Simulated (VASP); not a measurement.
# Pt (Fm-3m) in VASP: further runs

The runs below take Pt through single point, relaxation of cell and atoms, with PBE.

Program: VASP 6.6.1. These are calculated values, not measurements. Logs are shortened: lines on timing, memory, paths and dates and some standing lists are left out, and cuts for length are marked.

## (1) The cell of the first run

It takes space group Fm-3m (No. 225, cubic). The conventional cell has a = 3.970 Å, b = 3.970 Å, c = 3.970 Å, α = 90.00°, β = 90.00°, γ = 90.00°. Pt (site symmetry m-3m) has 12 Pt at 2.81 Å within 3.7 Å.

## (2) Single point, PBE

Contents of INCAR:

```
SYSTEM = Pt
PREC = Accurate
ENCUT = 520
EDIFF = 1E-6
ISMEAR = 0
SIGMA = 0.1
LREAL = .False.
LASPH = .True.
NELM = 80
ALGO = Fast
ISIF = 2
LWAVE = .False.
LCHARG = .True.
GGA = PE
LELF = .True.
LVHAR = .True.
NBANDS = 11
```

Contents of KPOINTS:

```
regular mesh
0
Gamma
  36 36 36
  0 0 0
```

Contents of POSCAR:

```
Pt
1.0
    0.0000000000      1.9850389719      1.9850389719
    1.9850389719      0.0000000000      1.9850389719
    1.9850389719      1.9850389719      0.0000000000
Pt
1
Direct
    0.0000000000      0.0000000000      0.0000000000
```

Potentials or basis: VASP PAW PBE potentials, release 64 (Pt).

On the command line:

```console
cat potpaw_PBE.64/Pt/POTCAR > POTCAR
mpirun -np 1 vasp_std > vasp.out
```

OUTCAR:

```text
SYSTEM = Pt
   PREC = Accurate
   ENCUT = 520
   EDIFF = 1E-6
   ISMEAR = 0
   LREAL = .False.
   LASPH = .True.
   NELM = 80
   ISIF = 2
   GGA = PE

 ion  position               nearest neighbor table
   1  0.000  0.000  0.000-

  LATTYP: Found a face centered cubic cell.
 ALAT       =     3.9700779438

  Lattice vectors:

 A1 = (   0.0000000000,   1.9850389719,   1.9850389719)
 A2 = (   1.9850389719,   0.0000000000,   1.9850389719)
 A3 = (   1.9850389719,   1.9850389719,   0.0000000000)

Analysis of symmetry for initial positions (statically):
=====================================================================
 Subroutine PRICEL returns:
 Original cell was already a primitive cell.

 Routine SETGRP: Setting up the symmetry group for a
 face centered cubic supercell.

 Subroutine GETGRP returns: Found 48 space group operations
 (whereof 48 operations were pure point group operations)
 out of a pool of 48 trial point group operations.

The static configuration has the point symmetry O_h .

Analysis of symmetry for dynamics (positions and initial velocities):
=====================================================================
 Subroutine PRICEL returns:
 Original cell was already a primitive cell.

 Routine SETGRP: Setting up the symmetry group for a
 face centered cubic supercell.

 Subroutine GETGRP returns: Found 48 space group operations
 (whereof 48 operations were pure point group operations)
 out of a pool of 48 trial point group operations.

The dynamic configuration has the point symmetry O_h .

 Subroutine INISYM returns: Found 48 space group operations
 (whereof 48 operations are pure point group operations),
 and found     1 'primitive' translations

----------------------------------------------------------------------------------------

                                     Primitive cell

  volume of cell :      15.6436

  direct lattice vectors                    reciprocal lattice vectors
     0.000000000  1.985038972  1.985038972    -0.251884223  0.251884223  0.251884223
     1.985038972  0.000000000  1.985038972     0.251884223 -0.251884223  0.251884223
     1.985038972  1.985038972  0.000000000     0.251884223  0.251884223 -0.251884223

  length of vectors
     2.807269036  2.807269036  2.807269036     0.436276273  0.436276273  0.436276273

  position of ions in fractional coordinates (direct lattice)
     0.000000000  0.000000000  0.000000000

  ion indices of the primitive-cell ions
   primitive index   ion index
                 1           1

----------------------------------------------------------------------------------------

 KPOINTS: regular mesh

Automatic generation of k-mesh.
 Grid dimensions read from file:
 generate k-points for:   36   36   36

 Generating k-lattice:

  Cartesian coordinates                     Fractional coordinates (reciprocal lattice)
    -0.006996784  0.006996784  0.006996784     0.027777778  0.000000000  0.000000000
     0.006996784 -0.006996784  0.006996784     0.000000000  0.027777778  0.000000000
     0.006996784  0.006996784 -0.006996784     0.000000000  0.000000000  0.027777778

  Length of vectors
     0.012118785  0.012118785  0.012118785

  Shift w.r.t. Gamma in fractional coordinates (k-lattice)
     0.000000000  0.000000000  0.000000000

 Subroutine IBZKPT returns following result:
 ===========================================

 Found   1240 irreducible k-points:

 Following reciprocal coordinates:
            Coordinates               Weight
  0.000000  0.000000  0.000000      1.000000
  0.027778  0.000000  0.000000      8.000000
  0.055556  0.000000  0.000000      8.000000
  0.083333  0.000000  0.000000      8.000000
  0.111111  0.000000  0.000000      8.000000
  0.138889  0.000000  0.000000      8.000000
[... 16 lines left out ...]
  0.111111  0.027778  0.000000     24.000000
  0.138889  0.027778  0.000000     24.000000
 [... further k-points ...]
   k-points           NKPTS =   1240   k-points in BZ     NKDIM =   1240   number of bands    NBANDS=     11
   number of dos      NEDOS =    301   number of ions     NIONS =      1
   total plane-waves  NPLWV =  13824
   dimension x,y,z NGX =    24 NGY =   24 NGZ =   24
   dimension x,y,z NGXF=    48 NGYF=   48 NGZF=   48
   ions per type =               1
   NGX,Y,Z   is equivalent  to a cutoff of  14.21, 14.21, 14.21 a.u.
   NGXF,Y,Z  is equivalent  to a cutoff of  28.43, 28.43, 28.43 a.u.
 SYSTEM =  Pt
   PREC   = accura    normal or accurate (medium, high low for compatibility)
   ISTART =      0    job   : 0-new  1-cont  2-samecut
   ICHARG =      2    charge: 1-file 2-atom 10-const
   ISPIN  =      1    spin polarized calculation?
   LNONCOLLINEAR =      F non collinear calculations
   LSORBIT =      F    spin-orbit coupling
   LASPH  =      T    aspherical Exc in radial PAW
   ENCUT  =  520.0 eV  38.22 Ry    6.18 a.u.   5.22  5.22  5.22*2*pi/ulx,y,z
   NELM   =     80;   NELMIN=  2; NELMDL= -5     # of ELM steps
   EDIFF  = 0.1E-05   stopping-criterion for ELM
   LREAL  =      F    real-space projection
   EDIFFG = 0.1E-04   stopping-criterion for IOM
   NSW    =      0    number of steps for IOM
   IBRION =     -1    ionic relax: 0-MD 1-quasi-New 2-CG
   NFREE  =      0    steps in history (QN), initial steepest desc. (CG)
   ISIF   =      2    stress and relaxation
   ISYM   =      2    0-nonsym 1-usesym 2-fastsym
   POTIM  = 0.5000    time-step for ionic-motion
   TEBEG  =    0.0;   TEEND  =   0.0 temperature during run
   PSTRESS=    0.0 pullay stress
   NELECT =      10.0000    total number of electrons
   NUPDOWN=      -1.0000    fix difference up-down
   EMIN   =  10.00;   EMAX   =-10.00  energy-range for DOS
   EFERMI =   0.00;   METHOD = LEGACY
   ISMEAR =     0;   SIGMA  =   0.10  broadening in eV -4-tet -1-fermi 0-gaus
   EFERMI_NEDOS =   21; number of points for ismear=-14 and -15
   IALGO  =     68    algorithm
   IMIX   =      4    mixing-type and parameters
     AMIX     =   0.40;   BMIX     =  1.00
     AMIX_MAG =   1.60;   BMIX_MAG =  1.00
  volume/ion in A,a.u.               =      15.64       105.57
  Fermi-wavevector in a.u.,A,eV,Ry     =   1.410249  2.664984 27.059297  1.988802
  Thomas-Fermi vector in A             =   2.532222
   LORBIT       =      0    0 simple, 1 ext, 2 COOP (PROOUT), +10 PAW based schemes
   GGA     = PE    functional components
   LHFCALC =     F    Hartree Fock is set to
   AEXX    =    0.0000 exact exchange contribution
   IVDW    =     0    specifies the selected vdW correction
   LEPSILON=     F    determine dielectric tensor
   LRPA    =     F    only Hartree local field effects (RPA)
 non-spin polarized calculation
 RMM-DIIS sequential band-by-band and
 Gauss-broadening in eV      SIGMA  =   0.10
  energy-cutoff  :      520.00
  volume of cell :       15.64
 maximum number of plane-waves:       444
 NGX is ok and might be reduce to    24
   NGX = 11   NGY = 11   NGZ = 11

 number of electron      10.0000002 magnetization

 Free energy of the ion-electron system (eV)
  ---------------------------------------------------
  ext. energy  EPLUGINS =         0.00000000
  ---------------------------------------------------
  free energy    TOTEN  =        -6.10299441 eV

  energy without entropy =       -6.09255843  energy(sigma->0) =       -6.09777642

 E-fermi :  10.5672     XC(G=0): -13.2712

 val. band max:       10.5662761409   @ k =  -0.4722   0.0833   0.0000
 cond. band min:      10.5672621775   @ k =   0.4722   0.1389   0.0278
 fundamental gap:      0.0009860366
 Fermi energy:        10.5672272488

 k-point     1 :       0.0000    0.0000    0.0000
  band No.  band energies     occupation
      1       0.7639      2.00000
      2       7.0047      2.00000
      3       7.0047      2.00000
      4       7.0047      2.00000
      5       9.0333      2.00000
      6       9.0333      2.00000
      7      25.3093      0.00000
      8      30.0697      0.00000
      9      30.0697      0.00000
     10      30.0697      0.00000
     11      35.2817      0.00000

 k-point     2 :       0.0278    0.0000    0.0000
  band No.  band energies     occupation
      1       0.7940      2.00000
      2       6.9913      2.00000
      3       7.0168      2.00000
      4       7.0168      2.00000
      5       9.0265      2.00000
      6       9.0265      2.00000
      7      25.3557      0.00000
      8      29.8856      0.00000
      9      30.1149      0.00000
     10      30.1149      0.00000
     11      35.4836      0.00000

 k-point     3 :       0.0556    0.0000    0.0000
  band No.  band energies     occupation
      1       0.8840      2.00000
      2       6.9524      2.00000
      3       7.0519      2.00000
      4       7.0519      2.00000
      5       9.0073      2.00000
      6       9.0073      2.00000
      7      25.4918      0.00000
      8      29.4035      0.00000
      9      30.2494      0.00000
     10      30.2494      0.00000
     11      35.9963      0.00000

 k-point     4 :       0.0833    0.0000    0.0000
  band No.  band energies     occupation
      1       1.0318      2.00000
      2       6.8922      2.00000
      3       7.1068      2.00000
      4       7.1068      2.00000
      5       8.9800      2.00000
      6       8.9800      2.00000
      7      25.7075      0.00000
      8      28.7472      0.00000
      9      30.4700      0.00000
     10      30.4700      0.00000
     11      36.5695      0.00000
[... 239 lines left out ...]
 k-point    22 :       0.0833    0.0278    0.0000
  band No.  band energies     occupation
      1       1.0027      2.00000
      2       6.8888      2.00000
      3       7.1005      2.00000
      4       7.1087      2.00000
      5       8.9254      2.00000
      6       9.0420      2.00000
      7      25.6682      0.00000
      8      28.9735      0.00000
      9      30.2610      0.00000
     10      30.4511      0.00000
     11      36.5461      0.00000

 k-point    23 :       0.1111    0.0278    0.0000
  band No.  band energies     occupation
      1       1.1870      2.00000
      2       6.8182      2.00000
      3       7.1640      2.00000
      4       7.1755      2.00000
      5       8.8782      2.00000
      6       9.0324      2.00000
      7      25.9268      0.00000
      8      28.2623      0.00000
      9      30.4755      0.00000
     10      30.7774      0.00000
     11      36.7911      0.00000

 k-point    24 :       0.1389    0.0278    0.0000
  band No.  band energies     occupation
      1       1.4223      2.00000
      2       6.7394      2.00000
      3       7.2368      2.00000
      4       7.2488      2.00000
      5       8.8381      2.00000
      6       9.0282      2.00000
      7      26.2269      0.00000
      8      27.4941      0.00000
      9      30.7596      0.00000
     10      31.1778      0.00000
     11      36.1790      0.00000

 [... further k-points ...]
[... 5 lines left out ...]
  --------------------------------------------------------------------------------------
  -------------------------------------------------------------------------------------
  Total       -0.0506914     -0.0506914     -0.0506914      0.0000000      0.0000000      0.0000000
  in kB       -5.1916781     -5.1916781     -5.1916781      0.0000000      0.0000000      0.0000000
  external PRESSURE =      -5.1916781 kB  Pullay stress =       0.0000000 kB

 VOLUME and BASIS-vectors are now :
 -----------------------------------------------------------------------------
  energy-cutoff  :      520.00
  volume of cell :       15.64
      direct lattice vectors                 reciprocal lattice vectors
     0.000000000  1.985038972  1.985038972    -0.251884223  0.251884223  0.251884223
     1.985038972  0.000000000  1.985038972     0.251884223 -0.251884223  0.251884223
     1.985038972  1.985038972  0.000000000     0.251884223  0.251884223 -0.251884223

 POSITION                                       TOTAL-FORCE (eV/Angst)
 -----------------------------------------------------------------------------------
      0.00000      0.00000      0.00000         0.000000      0.000000      0.000000
 -----------------------------------------------------------------------------------
    total drift:                               -0.000000      0.000000     -0.000000

  FREE ENERGIE OF THE ION-ELECTRON SYSTEM (eV)
  ---------------------------------------------------
  free  energy   TOTEN  =        -6.1029944098 eV

  energy  without entropy=       -6.0925584255  energy(sigma->0) =       -6.09777642
```

It took 69 s on 1 thread of Intel Xeon 6975P-C (Granite Rapids), shared host; peak memory 0.33 GiB.

Results:

```yaml
Free_energy: -6.1030 eV
Pressure: -0.5 GPa
Band_gap_on_the_k_mesh: zero (band 5 reaches 11.03 eV, above the bottom of band 6 at 8.93 eV)
```

Levels at points of the mesh, in eV from the Fermi level:
| k point | band 3 | band 4 | band 5 | band 6 | band 7 | band 8 |
| --- | --- | --- | --- | --- | --- | --- |
| (0.00, 0.00, 0.00) | -3.56 | -3.56 | -1.53 | -1.53 | 14.74 | 19.50 |
| (0.50, 0.00, 0.00) | -3.62 | -0.32 | 0.04 | 0.04 | 5.57 | 14.30 |
| (0.50, 0.50, 0.00) | 0.00 | 0.46 | 0.46 | 1.86 | 8.50 | 11.29 |

Caveat: spin-orbit coupling is left out, which moves the levels of the heavy elements.

## (3) Relaxation of cell and atoms, PBE

This run uses another cell than the first one, of 15.06 Å³/atom, 0.963 times its volume.

Contents of INCAR:

```
SYSTEM = Pt
PREC = Accurate ; ENCUT = 600
EDIFF = 1E-6 ; ISMEAR = 0
SIGMA = 0.1 ; LREAL = .FALSE.
LASPH = .TRUE. ; NELM = 100
ALGO = Fast ; ISIF = 3
LWAVE = .FALSE. ; LCHARG = .FALSE.
GGA = PE ; IBRION = 2
NSW = 80 ; EDIFFG = -0.003
```

Contents of KPOINTS:

```
Automatic mesh
0
G
  36 36 36
  0 0 0
```

Contents of POSCAR:

```
Pt
1.0
    0.0000000000      1.9600000000      1.9600000000
    1.9600000000      0.0000000000      1.9600000000
    1.9600000000      1.9600000000      0.0000000000
Pt
1
Direct
    0.0000000000      0.0000000000      0.0000000000
```

Potentials or basis: VASP PAW PBE potentials, release 64 (Pt).

On the command line:

```console
cat potpaw_PBE.64/Pt/POTCAR > POTCAR
mpirun -np 1 vasp_std > vasp.out
```

Wall time 6.1 min (1 thread of Intel Xeon 6975P-C (Granite Rapids), shared host); peak memory 0.39 GiB.

The run converged. Its results:

```
Free energy                            : -6.1030 eV
Relaxed volume                         : 15.62 Å³/atom
Relaxed cell                           : a = 2.806 Å, b = 2.806 Å, c = 2.806 Å, α = 60.00°, β = 60.00°, γ = 60.00°
Space group after relaxing (to 0.05 Å) : Fm-3m (No. 225)
Energy gained by relaxing              : 16.7 meV/atom
Ionic steps                            : 19
Pressure after relaxing                : 0.0 GPa
Band gap on the k mesh                 : zero (band 5 reaches 11.07 eV, above the bottom of band 6 at 8.96 eV)
```

The path:
```tsv
step	energy change (eV)	largest force (eV/Å)	pressure (GPa)	volume (Å³)
1	0.0000	0.0000	10.00	15.06
2	0.0851	0.0000	-18.47	17.20
3	-0.0167	0.0000	-0.31	15.64
4	-0.0167	0.0000	-0.05	15.62
5	-0.0167	0.0000	0.10	15.61
6	-0.0167	0.0000	0.13	15.61
7	-0.0167	0.0000	0.13	15.61
8	-0.0167	0.0000	0.12	15.61
9	-0.0167	0.0000	0.12	15.61
10	-0.0167	0.0000	0.12	15.61
11	-0.0167	0.0000	0.12	15.61
12	-0.0167	0.0000	0.12	15.61
13	-0.0167	0.0000	0.12	15.61
14	-0.0167	0.0000	0.12	15.61
15	-0.0167	0.0000	0.11	15.61
16	-0.0167	0.0000	0.11	15.61
17	-0.0167	0.0000	0.04	15.61
18	-0.0167	0.0000	-0.04	15.62
19	-0.0167	0.0000	0.01	15.62
```

Final structure:
```cif
data_structure
_symmetry_space_group_name_H-M 'P 1'
_symmetry_Int_Tables_number 1
_cell_length_a 2.8056
_cell_length_b 2.8056
_cell_length_c 2.8056
_cell_angle_alpha 60.000
_cell_angle_beta 60.000
_cell_angle_gamma 60.000
_cell_volume 15.62
loop_
_atom_site_label
_atom_site_type_symbol
_atom_site_fract_x
_atom_site_fract_y
_atom_site_fract_z
_atom_site_occupancy
Pt1 Pt 0.00000 0.00000 0.00000 1
```

Levels at points of the mesh, in eV from the Fermi level:
```tsv
k point	band 2	band 3	band 4	band 5	band 6	band 7	band 8	band 9
(0.00, 0.00, 0.00)	-3.57	-3.57	-3.57	-1.54	-1.54	14.74	19.51	19.51
(0.50, 0.00, 0.00)	-3.63	-3.63	-0.32	0.04	0.04	5.59	14.29	18.75
(0.50, 0.50, 0.00)	-6.26	0.00	0.46	0.46	1.86	8.51	11.29	11.29
```

Caveat: spin-orbit coupling is left out, which moves the levels of the heavy elements.
